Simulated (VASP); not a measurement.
# Al5Ga11P16 (P1) in VASP: relaxation of volume and atoms at fixed shape with PBEsol

Aim: the relaxation of volume and atoms at fixed shape of Al5Ga11P16 with PBEsol.

Everything below comes from runs of VASP 6.6.1. Logs are shortened: lines on timing, memory, paths and dates and some standing lists are left out, and cuts for length are marked.

## Step 1: The cell of the first run

The typed cell holds 64 atoms: a = 10.897 Å, b = 10.897 Å, c = 10.897 Å, α = 90.00°, β = 90.00°, γ = 90.00°.

## Step 2: Relaxation of volume and atoms at fixed shape, PBEsol

INCAR

```
PREC = Accurate
ENCUT = 500
EDIFF = 1E-7
ISMEAR = -1
SIGMA = 0.05
LREAL = Auto
LASPH = T
NELM = 120
ALGO = Normal
ISIF = 8
LWAVE = F
LCHARG = F
GGA = PS
IBRION = 2
NSW = 100
EDIFFG = -0.03
ISYM = -1
GGA_COMPAT = F
NELMIN = 4
KPAR = 1
```

KPOINTS

```
explicit points
1
Reciprocal
  0.25000000   0.25000000   0.25000000 1
```

POSCAR

```
Al5Ga11P16
1.0
   10.8965130000      0.0000000000      0.0000000000
    0.0000000000     10.8965130000      0.0000000000
    0.0000000000      0.0000000000     10.8965130000
Ga Al P
22 10 32
Direct
    0.9988340000      0.9975060000      0.0010270000
    0.0013030000      0.5017960000      0.9978840000
    0.9979810000      0.4982130000      0.4970620000
    0.4989140000      0.0002470000      0.0001210000
    0.5024250000      0.9999350000      0.4995900000
    0.4997950000      0.5000200000      0.0002410000
    0.4998660000      0.4988770000      0.5012960000
    0.2485120000      0.2495240000      0.4978200000
    0.2508120000      0.7479920000      0.9977560000
    0.7504950000      0.2446050000      0.0010760000
    0.7515790000      0.7521500000      0.9978650000
    0.2487940000      0.9988870000      0.2484900000
    0.2491770000      0.9980470000      0.7508120000
    0.2503300000      0.5017850000      0.2484640000
    0.7487050000      0.0014340000      0.2478410000
    0.7498030000      0.5008120000      0.7480960000
    0.9992270000      0.2480620000      0.2486960000
    0.9995660000      0.2510800000      0.7537380000
    0.9987850000      0.7513090000      0.2516120000
    0.9961830000      0.7502080000      0.7500580000
    0.5020140000      0.2515460000      0.2495710000
    0.4998500000      0.7535050000      0.7504940000
    0.0000060000      0.0019710000      0.5024750000
    0.2514210000      0.2502920000      0.9993210000
    0.2493280000      0.7474860000      0.4987330000
    0.7461680000      0.2490290000      0.5013940000
    0.7522210000      0.7519810000      0.4971170000
    0.2513350000      0.4995830000      0.7519610000
    0.7500320000      0.0021350000      0.7473290000
    0.7491280000      0.4969080000      0.2482920000
    0.5003630000      0.2506990000      0.7491320000
    0.5000510000      0.7468150000      0.2479980000
    0.1257830000      0.1229400000      0.1256490000
    0.1227850000      0.1236290000      0.6240850000
    0.1245700000      0.6260780000      0.1237050000
    0.1252310000      0.6264680000      0.6258600000
    0.6260520000      0.1279280000      0.1269840000
    0.6280150000      0.1267740000      0.6255230000
    0.6259770000      0.6246920000      0.1230130000
    0.6272280000      0.6240650000      0.6239350000
    0.3753370000      0.3760670000      0.1250670000
    0.3731070000      0.3731720000      0.6261760000
    0.3756420000      0.8761050000      0.1283330000
    0.3729410000      0.8764610000      0.6261230000
    0.8787410000      0.3789270000      0.1250480000
    0.8741510000      0.3760310000      0.6248560000
    0.8732070000      0.8742470000      0.1260990000
    0.8785850000      0.8742830000      0.6245380000
    0.3756170000      0.1274400000      0.3758150000
    0.3712120000      0.1264930000      0.8755040000
    0.3729270000      0.6259330000      0.3718780000
    0.3750670000      0.6272880000      0.8773480000
    0.8762680000      0.1218860000      0.3765610000
    0.8762220000      0.1238330000      0.8749480000
    0.8788310000      0.6267060000      0.3741430000
    0.8727820000      0.6253080000      0.8745050000
    0.1271090000      0.3746070000      0.3735640000
    0.1232050000      0.3735930000      0.8772480000
    0.1261000000      0.8766730000      0.3751230000
    0.1255360000      0.8741600000      0.8740190000
    0.6265210000      0.3761530000      0.3737630000
    0.6248410000      0.3783720000      0.8745120000
    0.6269470000      0.8764580000      0.3766870000
    0.6256000000      0.8726070000      0.8755650000
```

Potentials or basis: VASP PAW PBE potentials, release 64 (Ga_d, Al, P).

Launch:

```console
cat potpaw_PBE.64/Ga_d/POTCAR potpaw_PBE.64/Al/POTCAR potpaw_PBE.64/P/POTCAR > POTCAR
mpirun -np 4 vasp_std > vasp.out
```

OUTCAR:

```text
PREC = Accurate
   ENCUT = 500
   EDIFF = 1E-7
   ISMEAR = -1
   LREAL = Auto
   LASPH = T
   NELM = 120
   ISIF = 8
   GGA = PS
   IBRION = 2
   NSW = 100
   EDIFFG = -0.03
   ISYM = -1
   NELMIN = 4

 ion  position               nearest neighbor table
   1  0.999  0.998  0.001-  47 2.35  54 2.36  33 2.37  60 2.37
   2  0.001  0.502  0.998-  58 2.33  45 2.34  35 2.35  56 2.36
   3  0.998  0.498  0.497-  55 2.33  46 2.35  57 2.37  36 2.42
   4  0.499  0.000  0.000-  43 2.36  50 2.38  64 2.38  37 2.40
   5  0.502  1.000  0.500-  63 2.33  49 2.38  38 2.38  44 2.39
   6  0.500  0.500  0.000-  62 2.34  41 2.35  39 2.35  52 2.36
[... 56 lines left out ...]
  63  0.627  0.876  0.377-  27 2.33   5 2.33  15 2.36  32 2.42
  64  0.626  0.873  0.876-  11 2.32  22 2.33   4 2.38  29 2.40

IMPORTANT INFORMATION: All symmetrisations will be switched off!
NOSYMM: (Re-)initialisation of all symmetry stuff for point group C_1.

----------------------------------------------------------------------------------------

                                     Primitive cell

  volume of cell :    1293.7865

  direct lattice vectors                    reciprocal lattice vectors
    10.896513000  0.000000000  0.000000000     0.091772478  0.000000000  0.000000000
     0.000000000 10.896513000  0.000000000     0.000000000  0.091772478  0.000000000
     0.000000000  0.000000000 10.896513000     0.000000000  0.000000000  0.091772478

  length of vectors
    10.896513000 10.896513000 10.896513000     0.091772478  0.091772478  0.091772478

  position of ions in fractional coordinates (direct lattice)
     0.998834000  0.997506000  0.001027000
     0.001303000  0.501796000  0.997884000
     0.997981000  0.498213000  0.497062000
     0.498914000  0.000247000  0.000121000
     0.502425000  0.999935000  0.499590000
     0.499795000  0.500020000  0.000241000
[... 56 lines left out ...]
     0.626947000  0.876458000  0.376687000
     0.625600000  0.872607000  0.875565000

  ion indices of the primitive-cell ions
   primitive index   ion index
                 1           1
                 2           2
                 3           3
                 4           4
                 5           5
                 6           6
[... 56 lines left out ...]
                63          63
                64          64

----------------------------------------------------------------------------------------

 KPOINTS: explicit points

Read explicit list of k-points.

 Found      1 k-points:

 Following reciprocal coordinates:
            Coordinates               Weight
  0.250000  0.250000  0.250000      1.000000
   k-points           NKPTS =      1   k-points in BZ     NKDIM =      1   number of bands    NBANDS=    288
   number of dos      NEDOS =    301   number of ions     NIONS =     64
   total plane-waves  NPLWV = 512000
   dimension x,y,z NGX =    80 NGY =   80 NGZ =   80
   dimension x,y,z NGXF=   160 NGYF=  160 NGZF=  160
   ions per type =              22  10  32
   NGX,Y,Z   is equivalent  to a cutoff of  12.21, 12.21, 12.21 a.u.
   NGXF,Y,Z  is equivalent  to a cutoff of  24.41, 24.41, 24.41 a.u.
 SYSTEM =  unknown system
   PREC   = accura    normal or accurate (medium, high low for compatibility)
   ISTART =      0    job   : 0-new  1-cont  2-samecut
   ICHARG =      2    charge: 1-file 2-atom 10-const
   ISPIN  =      1    spin polarized calculation?
   LNONCOLLINEAR =      F non collinear calculations
   LSORBIT =      F    spin-orbit coupling
   LASPH  =      T    aspherical Exc in radial PAW
   ENCUT  =  500.0 eV  36.75 Ry    6.06 a.u.  19.87 19.87 19.87*2*pi/ulx,y,z
   NELM   =    120;   NELMIN=  4; NELMDL= -5     # of ELM steps
   EDIFF  = 0.1E-06   stopping-criterion for ELM
   LREAL  =      T    real-space projection
   EDIFFG = -.3E-01   stopping-criterion for IOM
   NSW    =    100    number of steps for IOM
   IBRION =      2    ionic relax: 0-MD 1-quasi-New 2-CG
   NFREE  =      1    steps in history (QN), initial steepest desc. (CG)
   ISIF   =      8    stress and relaxation
   ISYM   =     -1    0-nonsym 1-usesym 2-fastsym
   POTIM  = 0.5000    time-step for ionic-motion
   TEBEG  =    0.0;   TEEND  =   0.0 temperature during run
   PSTRESS=    0.0 pullay stress
   NELECT =     476.0000    total number of electrons
   NUPDOWN=      -1.0000    fix difference up-down
   EMIN   =  10.00;   EMAX   =-10.00  energy-range for DOS
   EFERMI =   0.00;   METHOD = LEGACY
   ISMEAR =    -1;   SIGMA  =   0.05  broadening in eV -4-tet -1-fermi 0-gaus
   EFERMI_NEDOS =   21; number of points for ismear=-14 and -15
   IALGO  =     38    algorithm
   IMIX   =      4    mixing-type and parameters
     AMIX     =   0.40;   BMIX     =  1.00
     AMIX_MAG =   1.60;   BMIX_MAG =  1.00
  volume/ion in A,a.u.               =      20.22       136.42
  Fermi-wavevector in a.u.,A,eV,Ry     =   1.173067  2.216776 18.722800  1.376087
  Thomas-Fermi vector in A             =   2.309486
   LORBIT       =      0    0 simple, 1 ext, 2 COOP (PROOUT), +10 PAW based schemes
   GGA     = PS    functional components
   LHFCALC =     F    Hartree Fock is set to
   AEXX    =    0.0000 exact exchange contribution
   IVDW    =     0    specifies the selected vdW correction
   LEPSILON=     F    determine dielectric tensor
   LRPA    =     F    only Hartree local field effects (RPA)
 conjugate gradient relaxation of ions
 non-spin polarized calculation
  energy-cutoff  :      500.00
  volume of cell :     1293.79
 maximum number of plane-waves:     32888
 NGX is ok and might be reduce to    80
   NGX = 39   NGY = 39   NGZ = 39

--------------------------------------- Ionic step        1  -------------------------------------------

 number of electron     476.0000101 magnetization

 Free energy of the ion-electron system (eV)
  ---------------------------------------------------
  ext. energy  EPLUGINS =         0.00000000
  ---------------------------------------------------
  free energy    TOTEN  =      -327.65033280 eV

  energy without entropy =     -327.65033277  energy(sigma->0) =     -327.65033278

------------------------ aborting loop because EDIFF is reached ----------------------------------------

  FORCE on cell =-STRESS in cart. coord.  units (eV):
  Direction    XX          YY          ZZ          XY          YZ          ZX
  --------------------------------------------------------------------------------------
  -------------------------------------------------------------------------------------
  Total        0.9013607      0.8836099      0.9248173     -7.5788661     -7.2778931     -7.3714986
  in kB        1.1162117      1.0942298      1.1452595     -9.3853871     -9.0126734     -9.1285909
  external PRESSURE =       1.1185670 kB  Pullay stress =       0.0000000 kB
[... 275 lines left out ...]
  FREE ENERGIE OF THE ION-ELECTRON SYSTEM (eV)
  ---------------------------------------------------
  free  energy   TOTEN  =      -328.0334310694 eV

  energy  without entropy=     -328.0334310462  energy(sigma->0) =     -328.03343106

[... ionic steps 4 to 8 ...]

--------------------------------------- Ionic step        9  -------------------------------------------

 number of electron     476.0000459 magnetization

------------------------ aborting loop because EDIFF is reached ----------------------------------------

  FORCE on cell =-STRESS in cart. coord.  units (eV):
  Direction    XX          YY          ZZ          XY          YZ          ZX
  --------------------------------------------------------------------------------------
  -------------------------------------------------------------------------------------
  Total        0.2399613      0.2580548      0.2210029     -5.6838051     -5.6893528     -5.6982779
  in kB        0.2972509      0.3196642      0.2737663     -7.0407876     -7.0476599     -7.0587157
  external PRESSURE =       0.2968938 kB  Pullay stress =       0.0000000 kB
[... 181 lines left out ...]
  energy  without entropy=     -328.0733397726  energy(sigma->0) =     -328.07333978

--------------------------------------- Ionic step       11  -------------------------------------------

 number of electron     476.0000491 magnetization

 Free energy of the ion-electron system (eV)
  ---------------------------------------------------
  ext. energy  EPLUGINS =         0.00000000
  ---------------------------------------------------
  free energy    TOTEN  =      -328.07391796 eV

  energy without entropy =     -328.07391794  energy(sigma->0) =     -328.07391795

 E-fermi :   5.3738     XC(G=0):  -9.8279

 val. band max:        4.3891234324   @ k =   0.2500   0.2500   0.2500
 cond. band min:       6.3447912288   @ k =   0.2500   0.2500   0.2500
 fundamental gap:      1.9556677963
 Fermi energy:         5.3737801719

 k-point     1 :       0.2500    0.2500    0.2500
  band No.  band energies     occupation
      1      -9.9216      2.00000
      2      -9.9206      2.00000
      3      -9.9179      2.00000
      4      -9.9161      2.00000
      5      -9.9122      2.00000
      6      -9.9117      2.00000
[... 242 lines left out ...]
    249       7.2710      0.00000
    250       7.2840      0.00000
 [bands above 250 left out]

------------------------ aborting loop because EDIFF is reached ----------------------------------------

  FORCE on cell =-STRESS in cart. coord.  units (eV):
  Direction    XX          YY          ZZ          XY          YZ          ZX
  --------------------------------------------------------------------------------------
  -------------------------------------------------------------------------------------
  Total        0.0668053      0.0813115      0.0617270     -5.5765529     -5.5864657     -5.6112995
  in kB        0.0827294      0.1006935      0.0764406     -6.9058174     -6.9180930     -6.9488464
  external PRESSURE =       0.0866212 kB  Pullay stress =       0.0000000 kB
[... 79 lines left out ...]
  FREE ENERGIE OF THE ION-ELECTRON SYSTEM (eV)
  ---------------------------------------------------
  free  energy   TOTEN  =      -328.0739179599 eV

  energy  without entropy=     -328.0739179367  energy(sigma->0) =     -328.07391795

 reached required accuracy - stopping structural energy minimisation
```

Run time: 47 min. Hardware: 4 MPI ranks of AMD EPYC 7R13 (Zen 3), shared host; peak memory 0.43 GiB.

Results:

* Free energy: -328.0739 eV
* Energy gained by relaxing: 6.6 meV/atom
* Ionic steps: 11
* Pressure after relaxing: 0.0 GPa
* Largest force after relaxing: 0.030 eV/Å
* Band gap on the k mesh: 1.96 eV

Forces in eV/Å, atoms in the order of the input:
```
Ga  -0.010  0.003 -0.002
Ga   0.002  0.003  0.000
Ga  -0.008  0.020  0.003
Ga  -0.008 -0.003 -0.007
Ga   0.013  0.002 -0.024
Ga   0.001 -0.009  0.021
Ga   0.006 -0.001  0.005
Ga  -0.004 -0.020 -0.006
Ga  -0.022 -0.006  0.003
Ga  -0.004  0.014 -0.005
Ga   0.004 -0.017  0.010
Ga  -0.010  0.010 -0.006
Ga  -0.007 -0.002 -0.001
Ga   0.001 -0.002 -0.015
Ga   0.014 -0.017  0.010
Ga   0.009 -0.002  0.023
Ga  -0.004  0.000  0.007
Ga   0.004 -0.011 -0.011
Ga  -0.002 -0.012 -0.011
Ga  -0.011  0.017  0.001
Ga  -0.012 -0.008 -0.011
Ga   0.012 -0.014  0.010
Al  -0.009  0.009  0.005
Al   0.012  0.009 -0.007
Al  -0.019 -0.002 -0.007
Al  -0.001 -0.014 -0.004
Al  -0.001  0.019 -0.009
Al  -0.009 -0.001 -0.004
Al   0.007 -0.008 -0.015
Al  -0.012  0.006 -0.008
Al   0.000  0.008 -0.003
Al   0.010 -0.004 -0.015
P   -0.005  0.011 -0.004
P   -0.007 -0.011 -0.019
P    0.006 -0.005  0.006
P   -0.007  0.004  0.019
P   -0.002 -0.002  0.003
P    0.018 -0.009 -0.007
P   -0.010 -0.004 -0.003
P    0.001  0.003 -0.003
P    0.009  0.006  0.002
P    0.009  0.001  0.007
P   -0.008 -0.008 -0.005
P    0.001  0.013  0.000
P   -0.012  0.008  0.006
P    0.005 -0.009 -0.011
P    0.019  0.006  0.001
P    0.007 -0.001  0.009
P    0.002 -0.002  0.009
P    0.014  0.008  0.004
P    0.014 -0.001 -0.002
P   -0.018 -0.002  0.020
P    0.010 -0.003  0.010
P    0.003 -0.006 -0.014
P   -0.011  0.019  0.008
P    0.023  0.014  0.011
P    0.001  0.007  0.010
P   -0.003 -0.002 -0.007
P   -0.014 -0.003 -0.009
P   -0.003 -0.004  0.002
P    0.001 -0.003 -0.001
P   -0.007  0.005  0.021
P    0.012  0.001  0.015
P    0.012  0.000 -0.008
```

The path:
| step | energy change (eV) | largest force (eV/Å) | pressure (GPa) | volume (Å³) |
| --- | --- | --- | --- | --- |
| 1 | 0.0000 | 0.9049 | 0.11 | 1293.79 |
| 2 | -0.3775 | 0.2184 | -0.16 | 1296.43 |
| 3 | -0.3831 | 0.1741 | -0.19 | 1296.80 |
| 4 | -0.4071 | 0.0932 | 0.10 | 1292.37 |
| 5 | -0.4083 | 0.0833 | 0.19 | 1291.05 |
| 6 | -0.4163 | 0.0547 | -0.03 | 1294.43 |
| 7 | -0.4167 | 0.0566 | -0.10 | 1295.33 |
| 8 | -0.4205 | 0.0404 | -0.02 | 1294.11 |
| 9 | -0.4210 | 0.0541 | 0.03 | 1293.39 |
| 10 | -0.4230 | 0.0315 | 0.02 | 1293.61 |
| 11 | -0.4236 | 0.0296 | 0.01 | 1293.78 |

Final structure:
```cif
data_structure
_symmetry_space_group_name_H-M 'P 1'
_symmetry_Int_Tables_number 1
_cell_length_a 10.8965
_cell_length_b 10.8965
_cell_length_c 10.8965
_cell_angle_alpha 90.000
_cell_angle_beta 90.000
_cell_angle_gamma 90.000
_cell_volume 1293.78
loop_
_atom_site_label
_atom_site_type_symbol
_atom_site_fract_x
_atom_site_fract_y
_atom_site_fract_z
_atom_site_occupancy
Ga1 Ga 0.00024 0.99966 0.00033 1
Ga2 Ga 0.99980 0.50092 0.00009 1
Ga3 Ga 0.00049 0.49932 0.49993 1
Ga4 Ga 0.50026 0.00042 0.00052 1
Ga5 Ga 0.49947 0.00026 0.50016 1
Ga6 Ga 0.50073 0.50055 0.99954 1
Ga7 Ga 0.49977 0.50032 0.50028 1
Ga8 Ga 0.25006 0.25033 0.49964 1
Ga9 Ga 0.25073 0.75066 0.99957 1
Ga10 Ga 0.75069 0.25015 0.99980 1
Ga11 Ga 0.75023 0.75053 0.99932 1
Ga12 Ga 0.25084 0.00026 0.25006 1
Ga13 Ga 0.24990 0.00004 0.75003 1
Ga14 Ga 0.24985 0.50003 0.24969 1
Ga15 Ga 0.74970 0.00083 0.24915 1
Ga16 Ga 0.74987 0.50035 0.74970 1
Ga17 Ga 0.00052 0.24985 0.24945 1
Ga18 Ga 0.99994 0.25082 0.75077 1
Ga19 Ga 0.00062 0.75084 0.24959 1
Ga20 Ga 0.00024 0.74953 0.75039 1
Ga21 Ga 0.49997 0.25086 0.25023 1
Ga22 Ga 0.50001 0.75077 0.75028 1
Al1 Al 0.00011 0.00017 0.49975 1
Al2 Al 0.24944 0.24956 0.00020 1
Al3 Al 0.24999 0.74971 0.49973 1
Al4 Al 0.74972 0.25025 0.49956 1
Al5 Al 0.75024 0.74949 0.49937 1
Al6 Al 0.24977 0.50003 0.74981 1
Al7 Al 0.75000 0.99982 0.75009 1
Al8 Al 0.75067 0.49973 0.24921 1
Al9 Al 0.49964 0.24966 0.74980 1
Al10 Al 0.49994 0.74997 0.24955 1
P1 P 0.12507 0.12414 0.12558 1
P2 P 0.12505 0.12576 0.62531 1
P3 P 0.12526 0.62570 0.12446 1
P4 P 0.12462 0.62500 0.62483 1
P5 P 0.62489 0.12591 0.12471 1
P6 P 0.62497 0.12498 0.62488 1
P7 P 0.62586 0.62545 0.12423 1
P8 P 0.62455 0.62519 0.62521 1
P9 P 0.37501 0.37529 0.12457 1
P10 P 0.37489 0.37513 0.62444 1
P11 P 0.37497 0.87559 0.12475 1
P12 P 0.37474 0.87502 0.62495 1
P13 P 0.87591 0.37450 0.12431 1
P14 P 0.87493 0.37515 0.62502 1
P15 P 0.87452 0.87496 0.12471 1
P16 P 0.87529 0.87447 0.62517 1
P17 P 0.37503 0.12533 0.37478 1
P18 P 0.37481 0.12445 0.87522 1
P19 P 0.37500 0.62456 0.37486 1
P20 P 0.37534 0.62522 0.87461 1
P21 P 0.87502 0.12553 0.37409 1
P22 P 0.87524 0.12489 0.87522 1
P23 P 0.87628 0.62452 0.37430 1
P24 P 0.87448 0.62498 0.87464 1
P25 P 0.12507 0.37464 0.37437 1
P26 P 0.12464 0.37563 0.87562 1
P27 P 0.12590 0.87558 0.37453 1
P28 P 0.12495 0.87478 0.87474 1
P29 P 0.62472 0.37595 0.37506 1
P30 P 0.62529 0.37488 0.87464 1
P31 P 0.62476 0.87576 0.37457 1
P32 P 0.62463 0.87520 0.87553 1
```

Levels at points of the mesh, in eV from the valence-band top:
| k point | band 236 | band 237 | band 238 | band 239 | band 240 | band 241 |
| --- | --- | --- | --- | --- | --- | --- |
| (0.25, 0.25, 0.25) | -0.41 | 0.00 | 0.00 | 1.96 | 2.01 | 2.05 |

Caveat: the PAW data sets were made with another functional, which shifts forces and pressure a little; a shifted mesh leaves out Γ, where band edges can lie. A k mesh can miss the band edges.
